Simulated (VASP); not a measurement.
Write the native input for VASP 6.6.1 that does the following.

| Property | Result |
| --- | --- |
| Task | single point |
| Functional | PBE |
| Potentials or basis | VASP PAW PBE potentials, release 64 (Hf_pv) |
| Cutoff | 520 eV |
| k mesh | 14 × 14 × 14 |
| Occupations | fermi-dirac, width 0.05 eV |
| Spin | no spin polarisation |
| Dipole correction | no |
| Further INCAR settings | ALGO = Normal; EDIFF = 1e-06; NBANDS = 11 |

The structure of Hf lies in POSCAR:

```
Hf
1.0
   -1.7684663730      1.7684663730      1.7684663730
    1.7684663730     -1.7684663730      1.7684663730
    1.7684663730      1.7684663730     -1.7684663730
Hf
1
Direct
    0.0000000000      0.0000000000      0.0000000000
```

This cell differs from its parent crystal: volume scaled by 0.9405.

One way to write it, as run:

INCAR

```
PREC = Accurate
ENCUT = 520
EDIFF = 1E-6
ISMEAR = -1
SIGMA = 0.05
LREAL = False
LASPH = True
NELM = 60
ALGO = Normal
ISIF = 2
LWAVE = False
LCHARG = False
GGA = PE
NBANDS = 11
```

KPOINTS

```
Automatic mesh
0
Gamma
  14 14 14
```

Potentials or basis: VASP PAW PBE potentials, release 64 (Hf_pv).

Run with:

```console
$ cat potpaw_PBE.64/Hf_pv/POTCAR > POTCAR
$ mpirun -np 1 vasp_std > vasp.out
```

Results of the run:

```yaml
Pressure: 0.4 GPa
Band_gap_on_the_k_mesh: zero (band 5 reaches 6.19 eV, above the bottom of band 6 at 3.89 eV)
```

Caveat: spin-orbit coupling is left out, which moves the levels of the heavy elements.

Run time: 8 s on 1 thread of Intel Xeon 6975P-C, on a shared host, peak memory 0.15 GiB.
